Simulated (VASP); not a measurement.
Write the native input for VASP 6.6.1 that does the following.

```
Task                   : single point
Functional             : PBE
Potentials or basis    : VASP PAW PBE potentials, release 64 (Al, H)
Cutoff                 : 520 eV
k mesh                 : 4 × 4 × 2
Occupations            : gaussian, width 0.1 eV
Spin                   : no spin polarisation
Dipole correction      : no
Further INCAR settings : ALGO = Normal; EDIFF = 1e-06; NBANDS = 20
```

The structure of AlH5 lies in POSCAR:

```
AlH5
1.0
    4.0973468549      0.0000000000      0.0000000000
    0.0475743114      6.0660579257      0.0000000000
    0.5390697395      0.0761207314      7.8372979130
Al H
2 10
Direct
    0.5131776657      0.9979084144      0.6836622987
    0.8858117506      0.0043446222      0.9551955595
    0.7433023255      0.5648333076      0.3640138986
    0.2823371022      0.5510887306      0.0776817092
    0.7408924830      0.1923442528      0.8186596949
    0.2142692245      0.4370078109      0.6347680727
    0.7445644152      0.8096251276      0.8270723426
    0.2210796726      0.5612453867      0.6356375482
    0.7485221396      0.4413686160      0.3585946829
    0.3024879758      0.4281335449      0.0817085990
    0.2917830801      0.0030676946      0.9063035908
    0.8117721652      0.0090324918      0.1567020027
```

The input as run:

INCAR

```
SYSTEM = AlH5
ALGO = Normal ; EDIFF = 1E-6
ENCUT = 520 ; GGA = PE
ISIF = 2 ; ISMEAR = 0
LASPH = .True. ; LCHARG = .True.
LELF = .True. ; LREAL = .False.
LVHAR = .True. ; LWAVE = .False.
NBANDS = 20 ; NELM = 80
PREC = Accurate ; SIGMA = 0.1
```

KPOINTS

```
k-points
0
Gamma
  4 4 2
  0 0 0
```

Potentials or basis: VASP PAW PBE potentials, release 64 (Al, H).

Command:

```sh
$ cat potpaw_PBE.64/Al/POTCAR potpaw_PBE.64/H/POTCAR > POTCAR
$ mpirun -np 1 vasp_std > vasp.out
```

Results of the run:

```
Pressure               : 0.0 GPa
Largest force          : 0.055 eV/Å
Band gap on the k mesh : 2.26 eV (least direct gap 2.44 eV)
```

Run time: 50 s on 1 thread of Intel(R) Xeon(R) 6975P-C (Granite Rapids) (shared host), peak memory 0.3 GiB.
